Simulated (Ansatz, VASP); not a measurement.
Pt in VASP and in Ansatz

INCAR

```
PREC = Accurate ; ENCUT = 600
EDIFF = 1E-6 ; ISMEAR = 0
SIGMA = 0.1 ; LREAL = F
LASPH = T ; NELM = 100
ALGO = Fast ; ISIF = 3
LWAVE = F ; LCHARG = F
GGA = PE ; IBRION = 2
NSW = 100 ; EDIFFG = -0.01
```

File KPOINTS:

```
Automatic mesh
0
Gamma
  14 14 14
```

The input POSCAR:

```
Pt
1.0
    0.0000000000      3.0351660784      3.0351660784
    3.0351660784      0.0000000000      3.0351660784
    3.0351660784      3.0351660784      0.0000000000
Pt
3
Direct
    0.2500000000      0.2500000000      0.2500000000
    0.7500000000      0.7500000000      0.7500000000
    0.0000000000      0.0000000000      0.0000000000
```

Input for Ansatz:

```yaml
crystal:
  lattice:
    - [0.0, 3.0351660784, 3.0351660784]
    - [3.0351660784, 0.0, 3.0351660784]
    - [3.0351660784, 3.0351660784, 0.0]
  atoms:
    - { symbol: Pt, position: [0.25, 0.25, 0.25] }
    - { symbol: Pt, position: [0.75, 0.75, 0.75] }
    - { symbol: Pt, position: [0.0, 0.0, 0.0] }
basis:
  ecutwfc: 420
kpoints:
  mp_grid: { grid: [14, 14, 14] }
hamiltonian:
  xc: pbe
scf:
  occupations: { method: gaussian, width: 0.1 }
output:
  forces: true
  stress: true
  eigenvalues: true
relax:
  adjacent_minimum: "off"
  f_tol: 0.01
  max_steps: 80
  cell: { stress_tol: 0.05 }
```

Alike in both runs: task relaxation of cell and atoms; functional PBE; k mesh 14 × 14 × 14; occupations gaussian, width 0.1 eV; no spin polarisation.

|  | VASP | Ansatz |
| --- | --- | --- |
| version | VASP 6.6.1 | Ansatz 0.2.0 |
| potentials or method | VASP PAW PBE potentials, release 64 (Pt), cutoff 600 eV | scalar-relativistic, plane waves, PAW |
| valence electrons in the cell | 30 | 54 |

|  | VASP | Ansatz | Ansatz less VASP |
| --- | --- | --- | --- |
| gap on the k mesh at the Fermi level, each at its own relaxed structure (eV) | none | none | - |
| relaxed volume (Å³/atom) | 18.61 | 18.64 | +0.033 |
| relaxed cell length with the largest relative difference (Å) | 4.290 | 4.292 | +0.0025 |

A gap of «none» marks a metal or a gap that the smearing closes. VASP's potentials hold 30 valence electrons a cell and Ansatz's 54, so a difference there can come from the potentials and not from the codes.

Neither program's run includes spin-orbit coupling.
